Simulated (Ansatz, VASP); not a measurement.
# CdAg4: VASP beside Ansatz

File INCAR:

```
SYSTEM = CdAg4
PREC = Accurate
ENCUT = 520
EDIFF = 1E-7
ISMEAR = -1
SIGMA = 0.05
LREAL = .FALSE.
LASPH = .TRUE.
NELM = 60
ALGO = Normal
ISIF = 2
LWAVE = .FALSE.
LCHARG = .FALSE.
LDIPOL = .TRUE.
IDIPOL = 3
DIPOL = 0.5 0.5 0.500
GGA = CA
NBANDS = 36
```

Contents of KPOINTS:

```
Automatic mesh
0
G
  13 13 1
  0 0 0
```

POSCAR

```
CdAg4
1.0
    2.8284417091      0.0000000000      0.0000000000
   -1.4142208546      2.4495023732      0.0000000000
    0.0000000000      0.0000000000     25.2377000000
Ag Cd
4 1
Direct
    0.8333333333      0.1666666667      0.3170187853
    0.1666666667      0.8333333333      0.4083699060
    0.8333333333      0.1666666667      0.5916300942
    0.1666666667      0.8333333333      0.6829812142
    0.5000000000      0.5000000000      0.5000000003
```

Input for Ansatz:

```yaml
crystal:
  lattice:
    - [2.8284417091, 0.0, 0.0]
    - [-1.4142208546, 2.4495023732, 0.0]
    - [0.0, 0.0, 25.2377]
  atoms:
    - { symbol: Ag, position: [0.8333333333, 0.1666666667, 0.3170187853] }
    - { symbol: Ag, position: [0.1666666667, 0.8333333333, 0.408369906] }
    - { symbol: Cd, position: [0.5, 0.5, 0.5000000003] }
    - { symbol: Ag, position: [0.8333333333, 0.1666666667, 0.5916300942] }
    - { symbol: Ag, position: [0.1666666667, 0.8333333333, 0.6829812142] }
kpoints:
  mp_grid: { grid: [13, 13, 1] }
scf:
  occupations: { method: fermi_dirac, width: 0.05 }
hamiltonian:
  xc: lda
  pseudopotentials: { kind: all_electron, lapw: { basis_error: 0.001 } }
output:
  forces: true
  stress: true
  eigenvalues: true
efield:
  axis: 3
  amplitude: 0
  dipole_correction: true
```

Alike in both runs: task single point; functional LDA; k mesh 13 × 13 × 1; occupations fermi-dirac, width 0.05 eV; no spin polarisation.

|  | VASP | Ansatz |
| --- | --- | --- |
| version | VASP 6.6.1 | Ansatz 0.2.0 |
| potentials or method | VASP PAW LDA potentials, release 64 (Ag, Cd), cutoff 520 eV | all-electron LAPW, scalar-relativistic |

```tsv
	VASP	Ansatz	Ansatz less VASP
rms of the force components (eV/Å)	0.154	0.135	-0.0186
```

LDA's correlation is that of Perdew and Zunger in VASP and of Perdew and Wang (1992) in Ansatz. Ansatz ran all-electron here, and VASP with PAW potentials.
